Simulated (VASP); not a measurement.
# MoS (F-43m) in VASP: a series of runs

Runs on MoS. Level: PBE+U. Tasks: single point.

Program: VASP 6.6.1. These are calculated values, not measurements. Logs are shortened: lines on timing, memory, paths and dates and some standing lists are left out, and cuts for length are marked.

## (1) The cell of the first run

Symmetry: F-43m, No. 216, cubic system. Conventional cell: a = 5.951 Å, b = 5.951 Å, c = 5.951 Å, α = 90.00°, β = 90.00°, γ = 90.00°. Mo (site symmetry -43m) has 4 S at 2.58 Å within 3.4 Å. Within 3.4 Å of S (site symmetry -43m) lie 4 Mo at 2.58 Å.

## (2) Single point, PBE+U

File INCAR:

```
ALGO = Normal
EDIFF = 1E-7
ENCUT = 520
GGA = PE
ISIF = 2
ISMEAR = 0
LASPH = T
LCHARG = F
LDAU = T
LDAUJ = 0 0
LDAUL = 2 -1
LDAUPRINT = 1
LDAUTYPE = 2
LDAUU = 4.38 0
LMAXMIX = 4
LREAL = F
LWAVE = F
NBANDS = 17
NELM = 150
PREC = Accurate
SIGMA = 0.1
```

File KPOINTS:

```
k-points
0
Gamma
  12 12 12
```

File POSCAR:

```
MoS
1.0
    0.0000000000      2.9755887184      2.9755887184
    2.9755887184      0.0000000000      2.9755887184
    2.9755887184      2.9755887184      0.0000000000
Mo S
1 1
Direct
    0.0000000000      0.0000000000      0.0000000000
    0.2500000000      0.2500000000      0.2500000000
```

Potentials or basis: VASP PAW PBE potentials, release 64 (Mo_sv, S).

On the command line:

```
$ cat potpaw_PBE.64/Mo_sv/POTCAR potpaw_PBE.64/S/POTCAR > POTCAR
$ mpirun -np 1 vasp_std > vasp.out
```

OUTCAR:

```text
EDIFF = 1E-7
   ENCUT = 520
   GGA = PE
   ISIF = 2
   ISMEAR = 0
   LASPH = T
   LREAL = F
   NELM = 150
   PREC = Accurate

 ion  position               nearest neighbor table
   1  0.000  0.000  0.000-   2 2.58   2 2.58   2 2.58   2 2.58
   2  0.250  0.250  0.250-   1 2.58   1 2.58   1 2.58   1 2.58

  LATTYP: Found a face centered cubic cell.
 ALAT       =     5.9511774368

  Lattice vectors:

 A1 = (   0.0000000000,   2.9755887184,   2.9755887184)
 A2 = (   2.9755887184,   0.0000000000,   2.9755887184)
 A3 = (   2.9755887184,   2.9755887184,   0.0000000000)

Analysis of symmetry for initial positions (statically):
=====================================================================
 Subroutine PRICEL returns:
 Original cell was already a primitive cell.

 Routine SETGRP: Setting up the symmetry group for a
 face centered cubic supercell.

 Subroutine GETGRP returns: Found 24 space group operations
 (whereof 24 operations were pure point group operations)
 out of a pool of 48 trial point group operations.

The static configuration has the point symmetry T_d .

Analysis of symmetry for dynamics (positions and initial velocities):
=====================================================================
 Subroutine PRICEL returns:
 Original cell was already a primitive cell.

 Routine SETGRP: Setting up the symmetry group for a
 face centered cubic supercell.

 Subroutine GETGRP returns: Found 24 space group operations
 (whereof 24 operations were pure point group operations)
 out of a pool of 48 trial point group operations.

The dynamic configuration has the point symmetry T_d .

 Subroutine INISYM returns: Found 24 space group operations
 (whereof 24 operations are pure point group operations),
 and found     1 'primitive' translations

----------------------------------------------------------------------------------------

                                     Primitive cell

  volume of cell :      52.6925

  direct lattice vectors                    reciprocal lattice vectors
     0.000000000  2.975588718  2.975588718    -0.168033975  0.168033975  0.168033975
     2.975588718  0.000000000  2.975588718     0.168033975 -0.168033975  0.168033975
     2.975588718  2.975588718  0.000000000     0.168033975  0.168033975 -0.168033975

  length of vectors
     4.208117922  4.208117922  4.208117922     0.291043382  0.291043382  0.291043382

  position of ions in fractional coordinates (direct lattice)
     0.000000000  0.000000000  0.000000000
     0.250000000  0.250000000  0.250000000

  ion indices of the primitive-cell ions
   primitive index   ion index
                 1           1
                 2           2

----------------------------------------------------------------------------------------

 KPOINTS: k-points

Automatic generation of k-mesh.
 Grid dimensions read from file:
 generate k-points for:   12   12   12

 Generating k-lattice:

  Cartesian coordinates                     Fractional coordinates (reciprocal lattice)
    -0.014002831  0.014002831  0.014002831     0.083333333  0.000000000  0.000000000
     0.014002831 -0.014002831  0.014002831     0.000000000  0.083333333  0.000000000
     0.014002831  0.014002831 -0.014002831     0.000000000  0.000000000  0.083333333

  Length of vectors
     0.024253615  0.024253615  0.024253615

  Shift w.r.t. Gamma in fractional coordinates (k-lattice)
     0.000000000  0.000000000  0.000000000

 Subroutine IBZKPT returns following result:
 ===========================================

 Found     72 irreducible k-points:

 Following reciprocal coordinates:
            Coordinates               Weight
  0.000000  0.000000  0.000000      1.000000
  0.083333  0.000000  0.000000      8.000000
  0.166667  0.000000  0.000000      8.000000
  0.250000  0.000000  0.000000      8.000000
  0.333333  0.000000  0.000000      8.000000
  0.416667  0.000000  0.000000      8.000000
[... 16 lines left out ...]
  0.500000  0.166667  0.000000     24.000000
 -0.416667  0.166667  0.000000     24.000000
 [... further k-points ...]
   k-points           NKPTS =     72   k-points in BZ     NKDIM =     72   number of bands    NBANDS=     17
   number of dos      NEDOS =    301   number of ions     NIONS =      2
   total plane-waves  NPLWV =  32768
   dimension x,y,z NGX =    32 NGY =   32 NGZ =   32
   dimension x,y,z NGXF=    64 NGYF=   64 NGZF=   64
   ions per type =               1   1
   NGX,Y,Z   is equivalent  to a cutoff of  12.64, 12.64, 12.64 a.u.
   NGXF,Y,Z  is equivalent  to a cutoff of  25.28, 25.28, 25.28 a.u.
 SYSTEM =  unknown system
   PREC   = accura    normal or accurate (medium, high low for compatibility)
   ISTART =      0    job   : 0-new  1-cont  2-samecut
   ICHARG =      2    charge: 1-file 2-atom 10-const
   ISPIN  =      1    spin polarized calculation?
   LNONCOLLINEAR =      F non collinear calculations
   LSORBIT =      F    spin-orbit coupling
   LASPH  =      T    aspherical Exc in radial PAW
   ENCUT  =  520.0 eV  38.22 Ry    6.18 a.u.   7.82  7.82  7.82*2*pi/ulx,y,z
   NELM   =    150;   NELMIN=  2; NELMDL= -5     # of ELM steps
   EDIFF  = 0.1E-06   stopping-criterion for ELM
   LREAL  =      F    real-space projection
   EDIFFG = 0.1E-05   stopping-criterion for IOM
   NSW    =      0    number of steps for IOM
   IBRION =     -1    ionic relax: 0-MD 1-quasi-New 2-CG
   NFREE  =      0    steps in history (QN), initial steepest desc. (CG)
   ISIF   =      2    stress and relaxation
   ISYM   =      2    0-nonsym 1-usesym 2-fastsym
   POTIM  = 0.5000    time-step for ionic-motion
   TEBEG  =    0.0;   TEEND  =   0.0 temperature during run
   PSTRESS=    0.0 pullay stress
   NELECT =      20.0000    total number of electrons
   NUPDOWN=      -1.0000    fix difference up-down
   EMIN   =  10.00;   EMAX   =-10.00  energy-range for DOS
   EFERMI =   0.00;   METHOD = LEGACY
   ISMEAR =     0;   SIGMA  =   0.10  broadening in eV -4-tet -1-fermi 0-gaus
   EFERMI_NEDOS =   21; number of points for ismear=-14 and -15
   IALGO  =     38    algorithm
   IMIX   =      4    mixing-type and parameters
     AMIX     =   0.40;   BMIX     =  1.00
     AMIX_MAG =   1.60;   BMIX_MAG =  1.00
  volume/ion in A,a.u.               =      26.35       177.79
  Fermi-wavevector in a.u.,A,eV,Ry     =   1.185319  2.239928 19.115930  1.404981
  Thomas-Fermi vector in A             =   2.321515
   LORBIT       =      0    0 simple, 1 ext, 2 COOP (PROOUT), +10 PAW based schemes
 LDA+U is selected, type is set to LDAUTYPE =  2
   angular momentum for each species LDAUL =     2   -1
   U (eV)           for each species LDAUU =   4.4  0.0
   J (eV)           for each species LDAUJ =   0.0  0.0
   GGA     = PE    functional components
   LHFCALC =     F    Hartree Fock is set to
   AEXX    =    0.0000 exact exchange contribution
   IVDW    =     0    specifies the selected vdW correction
   LEPSILON=     F    determine dielectric tensor
   LRPA    =     F    only Hartree local field effects (RPA)
 non-spin polarized calculation
 Gauss-broadening in eV      SIGMA  =   0.10
  energy-cutoff  :      520.00
  volume of cell :       52.69
 maximum number of plane-waves:      1435
   NGX = 15   NGY = 15   NGZ = 15

atom =   1  type =  1  l = 2

 onsite density matrix

spin component  1

  0.1335  0.0000  0.0000 -0.0000  0.0000
  0.0000  0.1335  0.0000  0.0000  0.0000
  0.0000  0.0000  0.7820 -0.0000  0.0000
 -0.0000  0.0000 -0.0000  0.1335 -0.0000
  0.0000  0.0000  0.0000 -0.0000  0.7820

spin component  2

  0.1335  0.0000  0.0000 -0.0000  0.0000
  0.0000  0.1335  0.0000  0.0000  0.0000
  0.0000  0.0000  0.7820 -0.0000  0.0000
 -0.0000  0.0000 -0.0000  0.1335 -0.0000
  0.0000  0.0000  0.0000 -0.0000  0.7820

 occupancies and eigenvectors

  o =  0.1335  v =  1.0000  0.0000  0.0000  0.0000  0.0000  0.0000  0.0000  0.0000  0.0000  0.0000      0.0000  0.0000  0.0000  0.0000  0.0000  0.0000  0.0000  0.0000  0.0000  0.0000
  o =  0.1335  v =  0.0000  0.0000  0.0000  0.0000  0.0000  1.0000  0.0000  0.0000  0.0000  0.0000      0.0000  0.0000  0.0000  0.0000  0.0000  0.0000  0.0000  0.0000  0.0000  0.0000
  o =  0.1335  v =  0.0000  0.9092 -0.0000  0.4163  0.0000  0.0000  0.0000  0.0000  0.0000  0.0000      0.0000  0.0000  0.0000  0.0000  0.0000  0.0000  0.0000  0.0000  0.0000  0.0000
  o =  0.1335  v =  0.0000  0.0000  0.0000  0.0000  0.0000  0.0000  0.9092 -0.0000  0.4163  0.0000      0.0000  0.0000  0.0000  0.0000  0.0000  0.0000  0.0000  0.0000  0.0000  0.0000
  o =  0.1335  v =  0.0000 -0.4163  0.0000  0.9092 -0.0000  0.0000  0.0000  0.0000  0.0000  0.0000      0.0000  0.0000  0.0000  0.0000  0.0000  0.0000  0.0000  0.0000  0.0000  0.0000
  o =  0.1335  v =  0.0000  0.0000  0.0000  0.0000  0.0000  0.0000 -0.4163  0.0000  0.9092 -0.0000      0.0000  0.0000  0.0000  0.0000  0.0000  0.0000  0.0000  0.0000  0.0000  0.0000
  o =  0.7820  v =  0.0000  0.0000  0.0000  0.0000  0.0000  0.0000 -0.0000 -0.0667 -0.0000  0.9978      0.0000  0.0000  0.0000  0.0000  0.0000  0.0000  0.0000  0.0000  0.0000  0.0000
  o =  0.7820  v =  0.0000 -0.0000 -0.0667 -0.0000  0.9978  0.0000  0.0000  0.0000  0.0000  0.0000      0.0000  0.0000  0.0000  0.0000  0.0000  0.0000  0.0000  0.0000  0.0000  0.0000
  o =  0.7820  v =  0.0000  0.0000  0.0000  0.0000  0.0000  0.0000  0.0000  0.9978 -0.0000  0.0667      0.0000  0.0000  0.0000  0.0000  0.0000  0.0000  0.0000  0.0000  0.0000  0.0000
  o =  0.7820  v =  0.0000  0.0000  0.9978 -0.0000  0.0667  0.0000  0.0000  0.0000  0.0000  0.0000      0.0000  0.0000  0.0000  0.0000  0.0000  0.0000  0.0000  0.0000  0.0000  0.0000

 number of electron      20.0000002 magnetization

 Free energy of the ion-electron system (eV)
  ---------------------------------------------------
  ext. energy  EPLUGINS =         0.00000000
  ---------------------------------------------------
  free energy    TOTEN  =        -9.34742617 eV

  energy without entropy =       -9.34733912  energy(sigma->0) =       -9.34738265

 E-fermi :   4.5109     XC(G=0):  -9.1133

 val. band max:        4.3302527807   @ k =  -0.2500   0.5000   0.2500
 cond. band min:       4.6813941622   @ k =  -0.2500   0.5000   0.2500
 fundamental gap:      0.3511413815
 Fermi energy:         4.5109357930

 k-point     1 :       0.0000    0.0000    0.0000
  band No.  band energies     occupation
      1     -56.0295      2.00000
      2     -30.1119      2.00000
      3     -30.1119      2.00000
      4     -30.1118      2.00000
      5      -8.5752      2.00000
      6       1.0917      2.00000
[... 457 lines left out ...]
      4     -30.1161      2.00000
      5      -8.0899      2.00000
      6       0.2250      2.00000
[... 9 lines left out ...]
     16      12.4963      0.00000
     17      12.8832      0.00000

 [... further k-points ...]

------------------------ aborting loop because EDIFF is reached ----------------------------------------

  FORCE on cell =-STRESS in cart. coord.  units (eV):
  Direction    XX          YY          ZZ          XY          YZ          ZX
  --------------------------------------------------------------------------------------
  -------------------------------------------------------------------------------------
  Total       -2.5750486     -2.5750486     -2.5750486     -0.0000000     -0.0000000     -0.0000000
  in kB      -78.2973928    -78.2973928    -78.2973928     -0.0000000     -0.0000000     -0.0000000
  external PRESSURE =     -78.2973928 kB  Pullay stress =       0.0000000 kB

 VOLUME and BASIS-vectors are now :
 -----------------------------------------------------------------------------
  energy-cutoff  :      520.00
  volume of cell :       52.69
      direct lattice vectors                 reciprocal lattice vectors
     0.000000000  2.975588718  2.975588718    -0.168033975  0.168033975  0.168033975
     2.975588718  0.000000000  2.975588718     0.168033975 -0.168033975  0.168033975
     2.975588718  2.975588718  0.000000000     0.168033975  0.168033975 -0.168033975

 POSITION                                       TOTAL-FORCE (eV/Angst)
 -----------------------------------------------------------------------------------
      0.00000      0.00000      0.00000         0.000000      0.000000     -0.000000
      1.48779      1.48779      1.48779        -0.000000     -0.000000      0.000000
 -----------------------------------------------------------------------------------
    total drift:                               -0.000000     -0.000000     -0.000000

  FREE ENERGIE OF THE ION-ELECTRON SYSTEM (eV)
  ---------------------------------------------------
  free  energy   TOTEN  =        -9.3474261718 eV

  energy  without entropy=       -9.3473391214  energy(sigma->0) =       -9.34738265
```

It took 25 s on 1 thread of Intel Xeon 6975P-C (Granite Rapids), shared host; peak memory 0.21 GiB.

What came out:

```yaml
Free_energy: -9.3474 eV
Pressure: -7.8 GPa
Band_gap_on_the_k_mesh: 0.35 eV, direct
```

Levels at points of the mesh, in eV from the valence-band top:
```tsv
k point	band 7	band 8	band 9	band 10	band 11	band 12	band 13	band 14
(0.00, 0.00, 0.00)	-3.24	-3.24	-0.75	-0.75	1.31	4.49	4.49	4.49
(0.50, 0.00, 0.00)	-3.21	-3.21	-0.25	-0.25	1.68	3.12	3.12	4.02
(0.50, 0.50, 0.00)	-2.82	-2.82	-0.22	-0.15	0.38	2.45	2.45	6.09
```

Eigenvalues of the final occupation matrices:
```tsv
site	spin	trace	eigenvalues
site 1 d	1	1.96	0.13 0.13 0.13 0.78 0.78
site 1 d	2	1.96	0.13 0.13 0.13 0.78 0.78
```

A k mesh can miss the band edges.

## (3) Single point, PBE+U

This run uses another cell than the first one, of 27.40 Å³/atom, 1.040 times its volume.

File INCAR:

```
SYSTEM = MoS
ALGO = Normal
EDIFF = 1E-7
ENCUT = 520
GGA = PE
ISIF = 2
ISMEAR = 0
LASPH = .TRUE.
LCHARG = .TRUE.
LDAU = .TRUE.
LDAUJ = 0 0
LDAUL = 2 -1
LDAUPRINT = 1
LDAUTYPE = 2
LDAUU = 4.38 0
LELF = .TRUE.
LMAXMIX = 4
LREAL = .FALSE.
LVHAR = .TRUE.
LWAVE = .FALSE.
NBANDS = 17
NELM = 150
PREC = Accurate
SIGMA = 0.1
```

File KPOINTS:

```
k-points
0
G
  12 12 12
  0 0 0
```

File POSCAR:

```
MoS
1.0
    0.0000000000      3.0147456920      3.0147456920
    3.0147456920      0.0000000000      3.0147456920
    3.0147456920      3.0147456920      0.0000000000
Mo S
1 1
Direct
    0.0000000000      0.0000000000      0.0000000000
    0.2500000000      0.2500000000      0.2500000000
```

Potentials or basis: VASP PAW PBE potentials, release 64 (Mo_sv, S).

On the command line:

```
$ cat potpaw_PBE.64/Mo_sv/POTCAR potpaw_PBE.64/S/POTCAR > POTCAR
$ mpirun -np 1 vasp_std > vasp.out
```

Run time: 27 s. Hardware: 1 thread of Intel Xeon 6975P-C (Granite Rapids), shared host; peak memory 0.21 GiB.

Results (log left out):

- Free energy: -9.2391 eV
- Pressure: -8.7 GPa
- Band gap on the k mesh: 0.52 eV, direct

Levels at points of the mesh, in eV from the valence-band top:
| k point | band 7 | band 8 | band 9 | band 10 | band 11 | band 12 | band 13 | band 14 |
| --- | --- | --- | --- | --- | --- | --- | --- | --- |
| (0.00, 0.00, 0.00) | -3.05 | -3.05 | -0.74 | -0.74 | 1.29 | 4.41 | 4.41 | 4.41 |
| (0.50, 0.00, 0.00) | -3.04 | -3.04 | -0.26 | -0.26 | 1.76 | 3.12 | 3.12 | 3.95 |
| (0.50, 0.50, 0.00) | -2.69 | -2.69 | -0.25 | -0.17 | 0.55 | 2.49 | 2.49 | 5.93 |

Eigenvalues of the final occupation matrices:
| site | spin | trace | eigenvalues |
| --- | --- | --- | --- |
| site 1 d | 1 | 1.95 | 0.12 0.12 0.12 0.79 0.79 |
| site 1 d | 2 | 1.95 | 0.12 0.12 0.12 0.79 0.79 |

A k mesh can miss the band edges.

## (4) Single point, PBE+U

This run uses another cell than the first one, of 28.98 Å³/atom, 1.100 times its volume.

File INCAR:

```
SYSTEM = MoS
PREC     = Accurate       ! precision mode
ENCUT    = 520            ! plane-wave cutoff, eV
EDIFF    = 1E-6           ! SCF threshold, eV
ISMEAR   = 0              ! smearing method
SIGMA    = 0.1            ! smearing width, eV
LREAL    = .FALSE.        ! projectors in reciprocal space
LASPH    = .TRUE.         ! aspherical terms in the spheres
NELM     = 150            ! most SCF steps
ALGO     = Normal         ! electronic algorithm
ISIF     = 2              ! what is computed and relaxed
LWAVE    = .FALSE.        ! write WAVECAR
LCHARG   = .FALSE.        ! write CHGCAR
LMAXMIX  = 4              ! l up to which the mixer works
LDAU     = .TRUE.         ! DFT+U
LDAUTYPE = 2            
LDAUL    = 2 -1           ! shell
LDAUU    = 4.38 0         ! U, eV
LDAUJ    = 0 0          
LDAUPRINT= 1            
GGA      = PE             ! functional
NBANDS   = 17             ! bands
```

File KPOINTS:

```
regular mesh
0
G
  12 12 12
  0 0 0
```

File POSCAR:

```
MoS
1.0
    0.0000000000      3.0716410658      3.0716410658
    3.0716410658      0.0000000000      3.0716410658
    3.0716410658      3.0716410658      0.0000000000
Mo S
1 1
Direct
    0.0000000000      0.0000000000      0.0000000000
    0.2500000000      0.2500000000      0.2500000000
```

On the command line:

```
$ cat potpaw_PBE.64/Mo_sv/POTCAR potpaw_PBE.64/S/POTCAR > POTCAR
$ mpirun -np 1 vasp_std > vasp.out
```

It took 22 s on 1 thread of Intel Xeon 6975P-C (Granite Rapids), shared host; peak memory 0.22 GiB.

It converged, with:

```
Free energy            : -9.0564 eV
Pressure               : -9.8 GPa
Band gap on the k mesh : 0.74 eV, direct
```

Levels at points of the mesh, in eV from the valence-band top:
| k point | band 7 | band 8 | band 9 | band 10 | band 11 | band 12 | band 13 | band 14 |
| --- | --- | --- | --- | --- | --- | --- | --- | --- |
| (0.00, 0.00, 0.00) | -2.79 | -2.79 | -0.72 | -0.72 | 1.26 | 4.28 | 4.28 | 4.28 |
| (0.50, 0.00, 0.00) | -2.81 | -2.81 | -0.26 | -0.26 | 1.86 | 3.12 | 3.12 | 3.86 |
| (0.50, 0.50, 0.00) | -2.49 | -2.49 | -0.29 | -0.18 | 0.77 | 2.55 | 2.55 | 5.73 |

Eigenvalues of the final occupation matrices:
| site | spin | trace | eigenvalues |
| --- | --- | --- | --- |
| site 1 d | 1 | 1.94 | 0.11 0.11 0.11 0.81 0.81 |
| site 1 d | 2 | 1.94 | 0.11 0.11 0.11 0.81 0.81 |

A k mesh can miss the band edges.

## (5) Overview

| cell | gap on the mesh (eV) | pressure (GPa) |
| --- | --- | --- |
| a = 4.208 Å, angles 60.0°, 2 atoms | 0.35 | -7.8 |
| a = 4.263 Å, angles 60.0°, 2 atoms | 0.52 | -8.7 |
| a = 4.344 Å, angles 60.0°, 2 atoms | 0.74 | -9.8 |

Alike in all rows: task single point; level PBE+U; potentials or basis VASP PAW PBE potentials, release 64 (Mo_sv, S); no spin polarisation; Mo d U = 4.38 eV; k mesh 12 × 12 × 12; cutoff (eV) 520; smearing gaussian 0.1 eV.

Absolute energies hang on the potentials; compare differences alone.
